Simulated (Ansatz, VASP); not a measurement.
## Zr2TiN3 in VASP and in Ansatz

The input INCAR:

```
ALGO = Normal
EDIFF = 1E-6
ENCUT = 520
GGA = PE
ISIF = 2
ISMEAR = 0
LASPH = True
LCHARG = False
LREAL = False
LWAVE = False
NBANDS = 34
NELM = 100
PREC = Accurate
SIGMA = 0.1
```

The input KPOINTS:

```
k-points
0
Gamma
  8 8 8
```

POSCAR

```
Zr2TiN3
1.0
   -1.5936898000      1.5936898000      6.7437681000
    1.5936898000     -1.5936898000      6.7437681000
    1.5936898000      1.5936898000     -6.7437681000
Zr Ti N
2 1 3
Direct
    0.8390570000      0.8390570000      0.0000000000
    0.1609430000      0.1609430000      0.0000000000
    0.5000000000      0.5000000000      0.0000000000
    0.6640810000      0.6640810000      0.0000000000
    0.3359190000      0.3359190000      0.0000000000
    0.0000000000      0.0000000000      0.0000000000
```

Input for Ansatz:

```yaml
crystal:
  lattice:
    - [-1.5936898, 1.5936898, 6.7437681]
    - [1.5936898, -1.5936898, 6.7437681]
    - [1.5936898, 1.5936898, -6.7437681]
  atoms:
    - { symbol: Zr, position: [0.839057, 0.839057, 0.0] }
    - { symbol: Zr, position: [0.160943, 0.160943, 0.0] }
    - { symbol: Ti, position: [0.5, 0.5, 0.0] }
    - { symbol: "N", position: [0.664081, 0.664081, 0.0] }
    - { symbol: "N", position: [0.335919, 0.335919, 0.0] }
    - { symbol: "N", position: [0.0, 0.0, 0.0] }
basis:
  ecutwfc: 420
kpoints:
  mp_grid: { grid: [8, 8, 8] }
hamiltonian:
  xc: pbe
scf:
  occupations: { method: gaussian, width: 0.1 }
  lower_state_search: "off"
output:
  forces: true
  stress: true
  eigenvalues: true
```

Alike in both runs: task single point; functional PBE; k mesh 8 × 8 × 8; occupations gaussian, width 0.1 eV; no spin polarisation.

```csv
,VASP,Ansatz
version,VASP 6.6.1,Ansatz 0.2.0
potentials or method,"VASP PAW PBE potentials, release 64 (Zr_sv, Ti_sv, N), cutoff 520 eV","scalar-relativistic, plane waves, PAW"
valence electrons in the cell,51,51
```

```tsv
	VASP	Ansatz	Ansatz less VASP
gap on the k mesh at the Fermi level (eV)	none	none	-
pressure (GPa)	0.3	0.0	-0.26
traceless stress, the component that is largest in VASP (GPa)	-0.60	-0.62	-0.016
rms of the force components (eV/Å)	0.014	0.014	+0.0006
```

Atom by atom the forces differ by 0.003 eV/Å (rms over components). A gap of «none» marks a metal or a gap that the smearing closes.
